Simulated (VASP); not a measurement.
# MnS (F-43m) in VASP: further runs, part 2 of 3

VASP 6.6.1.

## Step 3: Single point, PBEsol+U, collinear spin, ferromagnetic start

This run uses another cell than the first one, of 22.11 Å³/atom.

INCAR

```
SYSTEM = MnS
ALGO = Normal
EDIFF = 1E-6
ENCUT = 520
GGA = PS
ISIF = 2
ISMEAR = 1
ISPIN = 2
LASPH = .True.
LCHARG = .False.
LDAU = .True.
LDAUJ = 0 0
LDAUL = 2 -1
LDAUPRINT = 1
LDAUTYPE = 2
LDAUU = 4 0
LMAXMIX = 4
LORBIT = 11
LREAL = .False.
LWAVE = .False.
MAGMOM = 4 0
NBANDS = 20
NELM = 150
PREC = Accurate
SIGMA = 0.05
```

KPOINTS

```
k-points
0
Gamma
  6 6 6
  0 0 0
```

POSCAR

```
MnS
1.0
    0.0000000000      2.8066527081      2.8066527081
    2.8066527081      0.0000000000      2.8066527081
    2.8066527081      2.8066527081      0.0000000000
Mn S
1 1
Direct
    0.0000000000      0.0000000000      0.0000000000
    0.2500000000      0.2500000000      0.2500000000
```

Potentials or basis: VASP PAW PBE potentials, release 64 (Mn_pv, S).

The run is started by

```bash
$ cat potpaw_PBE.64/Mn_pv/POTCAR potpaw_PBE.64/S/POTCAR > POTCAR
$ mpirun -np 1 vasp_std > vasp.out
```

OUTCAR:

```text
SYSTEM = MnS
   EDIFF = 1E-6
   ENCUT = 520
   GGA = PS
   ISIF = 2
   ISMEAR = 1
   ISPIN = 2
   LASPH = .True.
   LORBIT = 11
   LREAL = .False.
   NELM = 150
   PREC = Accurate

 ion  position               nearest neighbor table
   1  0.000  0.000  0.000-   2 2.43   2 2.43   2 2.43   2 2.43
   2  0.250  0.250  0.250-   1 2.43   1 2.43   1 2.43   1 2.43

  LATTYP: Found a face centered cubic cell.
 ALAT       =     5.6133054162

  Lattice vectors:

 A1 = (   0.0000000000,   2.8066527081,   2.8066527081)
 A2 = (   2.8066527081,   0.0000000000,   2.8066527081)
 A3 = (   2.8066527081,   2.8066527081,   0.0000000000)

Analysis of symmetry for initial positions (statically):
=====================================================================
 Subroutine PRICEL returns:
 Original cell was already a primitive cell.

 Routine SETGRP: Setting up the symmetry group for a
 face centered cubic supercell.

 Subroutine GETGRP returns: Found 24 space group operations
 (whereof 24 operations were pure point group operations)
 out of a pool of 48 trial point group operations.

The static configuration has the point symmetry T_d .

Analysis of symmetry for dynamics (positions and initial velocities):
=====================================================================
 Subroutine PRICEL returns:
 Original cell was already a primitive cell.

 Routine SETGRP: Setting up the symmetry group for a
 face centered cubic supercell.

 Subroutine GETGRP returns: Found 24 space group operations
 (whereof 24 operations were pure point group operations)
 out of a pool of 48 trial point group operations.

The dynamic configuration has the point symmetry T_d .

Analysis of structural, dynamic, and magnetic symmetry:
=====================================================================
 Subroutine PRICEL returns:
[... 177 lines left out ...]

 Free energy of the ion-electron system (eV)
  ---------------------------------------------------
  ext. energy  EPLUGINS =         0.00000000
  ---------------------------------------------------
  free energy    TOTEN  =       -13.57601179 eV

  energy without entropy =      -13.57603192  energy(sigma->0) =      -13.57601850

 E-fermi :   4.0954     XC(G=0):  -9.4594

 val. band max:        4.0532615348   @ k =   0.0000   0.0000   0.0000
 cond. band min:       5.1222900764   @ k =   0.5000   0.5000   0.0000
 fundamental gap:      1.0690285416
 Fermi energy:         4.0953556389

 spin component 1

 k-point     1 :       0.0000    0.0000    0.0000
  band No.  band energies     occupation
      1     -46.3781      1.00000
      2     -46.3781      1.00000
      3     -46.3781      1.00000
      4      -9.3264      1.00000
      5      -1.6389      1.00000
      6      -1.6389      1.00000
[... 344 lines left out ...]
      6      -0.9967      1.00000
[... 12 lines left out ...]
     19      17.0557      0.00000
     20      17.3867      0.00000
 Fermi energy:         4.0953556389

 spin component 2

 k-point     1 :       0.0000    0.0000    0.0000
  band No.  band energies     occupation
      1     -41.5838      1.00000
      2     -41.5838      1.00000
      3     -41.5838      1.00000
      4      -9.0722      1.00000
      5       1.5482      1.00000
      6       1.5482      1.00000
[... 357 lines left out ...]
     19      17.8454      0.00000
     20      18.0519      0.00000

------------------------ aborting loop because EDIFF is reached ----------------------------------------

  FORCE on cell =-STRESS in cart. coord.  units (eV):
  Direction    XX          YY          ZZ          XY          YZ          ZX
  --------------------------------------------------------------------------------------
  -------------------------------------------------------------------------------------
  Total        0.5401053      0.5401053      0.5401053     -0.0000000      0.0000000     -0.0000000
  in kB       19.5700991     19.5700991     19.5700991     -0.0000000      0.0000000     -0.0000000
  external PRESSURE =      19.5700991 kB  Pullay stress =       0.0000000 kB

 VOLUME and BASIS-vectors are now :
 -----------------------------------------------------------------------------
  energy-cutoff  :      520.00
  volume of cell :       44.22
      direct lattice vectors                 reciprocal lattice vectors
     0.000000000  2.806652708  2.806652708    -0.178148154  0.178148154  0.178148154
     2.806652708  0.000000000  2.806652708     0.178148154 -0.178148154  0.178148154
     2.806652708  2.806652708  0.000000000     0.178148154  0.178148154 -0.178148154

 POSITION                                       TOTAL-FORCE (eV/Angst)
 -----------------------------------------------------------------------------------
      0.00000      0.00000      0.00000         0.000000     -0.000000     -0.000000
      1.40333      1.40333      1.40333        -0.000000      0.000000      0.000000
 -----------------------------------------------------------------------------------
    total drift:                               -0.000000     -0.000000     -0.000000

  FREE ENERGIE OF THE ION-ELECTRON SYSTEM (eV)
  ---------------------------------------------------
  free  energy   TOTEN  =       -13.5760117925 eV

  energy  without entropy=      -13.5760319241  energy(sigma->0) =      -13.57601850

 total charge

# of ion       s       p       d       tot
------------------------------------------
    1        0.268   6.221   4.874  11.362
    2        1.307   2.462   0.000   3.768
--------------------------------------------------
tot          1.575   8.682   4.874  15.131

 magnetization (x)

# of ion       s       p       d       tot
------------------------------------------
    1        0.047   0.061   4.461   4.569
    2        0.005   0.019   0.000   0.024
--------------------------------------------------
tot          0.052   0.079   4.461   4.593
```

stdout:

```text
POSCAR found type information on POSCAR MnS
 POSCAR found :  2 types and       2 ions
 scaLAPACK will be used
 -----------------------------------------------------------------------------
|                                                                             |
|                                                                             |
|     You enforced a specific xc type in the INCAR file but a different       |
|     I HOPE YOU KNOW WHAT YOU ARE DOING!                                     |
|                                                                             |
 -----------------------------------------------------------------------------

 LDA part: xc-table for (Slater+PW92), standard interpolation
 POSCAR, INCAR and KPOINTS ok, starting setup
 FFT: planning ... GRIDC
 FFT: planning ... GRID_SOFT
 FFT: planning ... GRID
 WAVECAR not read
 entering main loop
```

Run time: 76 s. Hardware: 1 thread of AMD EPYC 7R43 (Zen 3), shared host; peak memory 0.15 GiB.

Results:

* Free energy: -13.5760 eV
* Pressure: 2.0 GPa
* Band gap on the k mesh: 1.07 eV (least direct gap 1.18 eV)
* Net moment: 5.00 μB per cell
* Site moments: Mn +4.57; S +0.02 μB
* Valence electrons inside the program's atomic spheres: Mn 11.36; S 3.77

Levels at points of the mesh, in eV from the valence-band top:
Spin up:
```csv
k point,band 8,band 9,band 10,band 11,band 12,band 13,band 14,band 15,band 16,band 17
"(0.00, 0.00, 0.00)",-4.58,-4.58,0.00,0.00,0.00,1.18,6.10,6.10,6.10,10.74
"(0.50, 0.00, 0.00)",-4.51,-4.51,-4.26,-0.95,-0.95,3.13,6.41,6.41,6.99,11.08
"(0.50, 0.50, 0.00)",-4.44,-4.42,-3.58,-2.43,-2.43,2.68,4.38,9.32,10.92,10.92
```
Spin down:
```
           k point  band 5  band 6  band 7  band 8  band 9  band 10
(0.00, 0.00, 0.00)   -2.51   -2.51   -2.51    2.11    2.77     2.77
(0.50, 0.00, 0.00)   -4.79   -2.52   -2.52    2.51    2.88     2.88
(0.50, 0.50, 0.00)   -4.62   -2.82   -2.82    1.07    2.33     3.20
```

Eigenvalues of the final occupation matrices:
```tsv
site	spin	trace	eigenvalues
site 1 d	1	4.68	0.93 0.93 0.94 0.94 0.94
site 1 d	2	0.21	0.02 0.02 0.06 0.06 0.06
```

Caveat: the PAW data sets were made with another functional, which shifts forces and pressure a little; a cell with one magnetic atom can't hold antiferromagnetic order, which such compounds often take. A k mesh can miss the band edges.

(Part 2 of 3 ends here.)
